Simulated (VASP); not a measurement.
A run of VASP 6.6.1 is set up as follows.

INCAR

```
ALGO = Normal ; EDIFF = 1E-6
ENCUT = 600 ; GGA = PS
GGA_COMPAT = False ; ISIF = 2
ISMEAR = -1 ; ISPIN = 2
IVDW = 12 ; LASPH = True
LCHARG = False ; LMAXMIX = 4
LORBIT = 11 ; LREAL = False
LWAVE = False ; MAGMOM = 2 2 0 0 0 0
NBANDS = 38 ; NELM = 200
PREC = Accurate ; SIGMA = 0.05
```

File KPOINTS:

```
k-points
0
Gamma
  6 6 9
```

POSCAR

```
VO2
1.0
    4.5956009987      0.0000000000      0.0000000000
    0.0000000000      4.5956009987      0.0000000000
    0.0000000000      0.0000000000      3.1041602572
V O
2 4
Direct
    0.5000000000      0.5000000000      0.5000000000
    0.0000000000      0.0000000000      0.0000000000
    0.2003580000      0.7996420000      0.5000000000
    0.7996420000      0.2003580000      0.5000000000
    0.7003580000      0.7003580000      0.0000000000
    0.2996420000      0.2996420000      0.0000000000
```

Potentials or basis: VASP PAW PBE potentials, release 64 (V_sv, O).

Run with:

```console
$ cat potpaw_PBE.64/V_sv/POTCAR potpaw_PBE.64/O/POTCAR > POTCAR
$ mpirun -np 1 vasp_std > vasp.out
```

Problem. Predict the dispersion energy per atom.

Solution. -0.181 eV.

Problem. Predict the largest force.

Solution. 0.300 eV/Å.

Forces on the atoms (eV/Å):
```
V    0.000  0.000  0.000
V    0.000  0.000  0.000
O   -0.212  0.212  0.000
O    0.212 -0.212  0.000
O   -0.212 -0.212  0.000
O    0.212  0.212  0.000
```

Caveat: the PAW data sets were made with another functional, which shifts forces and pressure a little.
